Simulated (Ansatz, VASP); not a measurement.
## Ta3Cu in VASP and in Ansatz

POSCAR

```
Ta3Cu
1.0
   -2.0065070000      2.0065070000      4.2081700000
    2.0065070000     -2.0065070000      4.2081700000
    2.0065070000      2.0065070000     -4.2081700000
Ta Cu
3 1
Direct
    0.5000000000      0.5000000000      0.0000000000
    0.2500000000      0.7500000000      0.5000000000
    0.7500000000      0.2500000000      0.5000000000
    0.0000000000      0.0000000000      0.0000000000
```

The input INCAR.step1:

```
SYSTEM = Ta3Cu
ALGO = Normal ; EDIFF = 1E-4
ENCUT = 520 ; GGA = PE
ISMEAR = -1 ; LASPH = .TRUE.
LCHARG = .FALSE. ; LREAL = .FALSE.
LWAVE = .TRUE. ; NBANDS = 30
NELM = 80 ; PREC = Accurate
SIGMA = 0.05
```

File INCAR.step2:

```
SYSTEM = Ta3Cu
ALGO = Normal ; EDIFF = 1E-6
ENCUT = 520 ; ISIF = 2
ISMEAR = -1 ; ISTART = 1
LASPH = .TRUE. ; LCHARG = .TRUE.
LELF = .TRUE. ; LMIXTAU = .TRUE.
LREAL = .FALSE. ; LVHAR = .TRUE.
LWAVE = .FALSE. ; METAGGA = R2SCAN
NBANDS = 30 ; NELM = 80
PREC = Accurate ; SIGMA = 0.05
```

File KPOINTS:

```
k-points
0
G
  5 5 5
  0 0 0
```

input.yaml

```yaml
crystal:
  lattice:
    - [-2.006507, 2.006507, 4.20817]
    - [2.006507, -2.006507, 4.20817]
    - [2.006507, 2.006507, -4.20817]
  atoms:
    - { symbol: Ta, position: [0.5, 0.5, 0.0] }
    - { symbol: Ta, position: [0.25, 0.75, 0.5] }
    - { symbol: Ta, position: [0.75, 0.25, 0.5] }
    - { symbol: Cu, position: [0.0, 0.0, 0.0] }
hamiltonian:
  xc: r2scan
  pseudopotentials: { kind: paw }
kpoints:
  mp_grid: { grid: [5, 5, 5] }
scf:
  occupations: { method: fermi_dirac, width: 0.05 }
  n_extra_bands: 10
output:
  forces: true
  stress: true
  eigenvalues: true
  dos: { projected: true, de: 0.05, nscf_kmesh: { grid: [8, 8, 8] } }
  write_density: true
  write_potential: true
  elf: true
  volumetric_format: npy
```

Alike in both runs: functional r2SCAN; k mesh 5 × 5 × 5; occupations fermi-dirac, width 0.05 eV; no spin polarisation.

```csv
,VASP,Ansatz
version,VASP 6.6.1,Ansatz 0.2.0
potentials or method,"VASP PAW PBE potentials, release 64 (Ta_pv, Cu)",Ansatz PAW
plane-wave cutoff (eV),520,500
valence electrons in the cell,44,58
task,single point,projected density of states
```

```csv
,VASP,Ansatz,Ansatz less VASP
gap on the k mesh at the Fermi level (eV),none,none,-
pressure (GPa),-2.3,-2.9,-0.61
"traceless stress, the component that is largest in VASP (GPa)",0.22,0.36,+0.133
```

VASP's potentials were made for PBE, not for r2SCAN. A gap of «none» marks a metal or a gap that the smearing closes. VASP's potentials hold 44 valence electrons a cell and Ansatz's 58, so a difference there can come from the potentials and not from the codes.

The k mesh is coarse, so the values compare programs but aren't converged. Spin-orbit coupling is off throughout.
